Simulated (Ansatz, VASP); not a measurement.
SnO in VASP and in Ansatz

POSCAR

```
SnO
1.0
    3.8136952200      0.0000000000      0.0000000000
    0.0000000000      3.8136952200      0.0000000000
    0.0000000000      0.0000000000      4.8869133000
Sn O
2 2
Direct
    0.5000000000      0.0000000000      0.7646261400
    0.0000000000      0.5000000000      0.2353738600
    0.0000000000      0.0000000000      0.0000000000
    0.5000000000      0.5000000000      0.0000000000
```

INCAR.step1

```
PREC = Accurate
ENCUT = 520
EDIFF = 1E-5
ISMEAR = -1
SIGMA = 0.05
LREAL = False
LASPH = True
NELM = 80
ALGO = Normal
ISIF = 2
LWAVE = True
LCHARG = False
NBANDS = 28
GGA = PE
```

INCAR.step2

```
PREC = Accurate
ENCUT = 520
EDIFF = 1E-6
ISMEAR = -1
SIGMA = 0.05
LREAL = False
LASPH = True
NELM = 80
ALGO = Normal
ISIF = 2
LWAVE = False
LCHARG = False
GGA = B5
LHFCALC = True
AEXX = 0.2
AGGAX = 0.72
AGGAC = 0.81
ALDAC = 0.19
PRECFOCK = Normal
NBANDS = 28
ISTART = 1
```

File KPOINTS:

```
Automatic mesh
0
Gamma
  4 4 3
```

File input.yaml:

```yaml
crystal:
  lattice:
    - [3.81369522, 0.0, 0.0]
    - [0.0, 3.81369522, 0.0]
    - [0.0, 0.0, 4.8869133]
  atoms:
    - { symbol: Sn, position: [0.5, 0.0, 0.76462614] }
    - { symbol: Sn, position: [0.0, 0.5, 0.23537386] }
    - { symbol: O, position: [0.0, 0.0, 0.0] }
    - { symbol: O, position: [0.5, 0.5, 0.0] }
hamiltonian:
  xc: b3lyp5
  pseudopotentials: { kind: paw }
kpoints:
  mp_grid: { grid: [4, 4, 3] }
  band_path:
    path:
      - [[0.0, 0.0, 0.0], [0.0, 0.5, 0.0], [0.5, 0.5, 0.0], [0.0, 0.0, 0.0], [0.0, 0.0, 0.5], [0.0, 0.5, 0.5], [0.5, 0.5, 0.5], [0.0, 0.0, 0.5]]
      - [[0.0, 0.5, 0.0], [0.0, 0.5, 0.5]]
      - [[0.5, 0.5, 0.0], [0.5, 0.5, 0.5]]
    npoints: 4
scf:
  occupations: { method: fermi_dirac, width: 0.05 }
  n_extra_bands: 10
output:
  forces: true
  stress: true
  eigenvalues: true
  fatbands: false
  write_density: true
  write_potential: true
  elf: true
  volumetric_format: npy
```

Alike in both runs: functional B3LYP5; k mesh 4 × 4 × 3; occupations fermi-dirac, width 0.05 eV; no spin polarisation.

```csv
,VASP,Ansatz
version,VASP 6.6.1,Ansatz 0.2.0
potentials or method,"VASP PAW PBE potentials, release 64 (Sn_d, O)",Ansatz PAW
plane-wave cutoff (eV),520,420
valence electrons in the cell,40,40
task,single point,band structure
```

VASP gave:

* gap on the k mesh at the Fermi level (eV): 1.23
* least direct gap on the mesh (eV): 3.31
* pressure (GPa): 4.2
* traceless stress, the component that is largest in VASP (GPa): -0.22
* rms of the force components (eV/Å): 0.041

**Question.** Estimate Ansatz's values.

**Answer.** gap on the k mesh at the Fermi level (eV): 1.21; least direct gap on the mesh (eV): 3.33; pressure (GPa): 3.9; traceless stress, the component that is largest in VASP (GPa): -0.27; rms of the force components (eV/Å): 0.012.

VASP's potentials were made for PBE, not for B3LYP5. Atom by atom the forces differ by 0.053 eV/Å (rms over components). The functional is the same, so the differences come from potentials, cutoffs and numerics.

The k mesh is coarse, so the values compare programs but aren't converged.
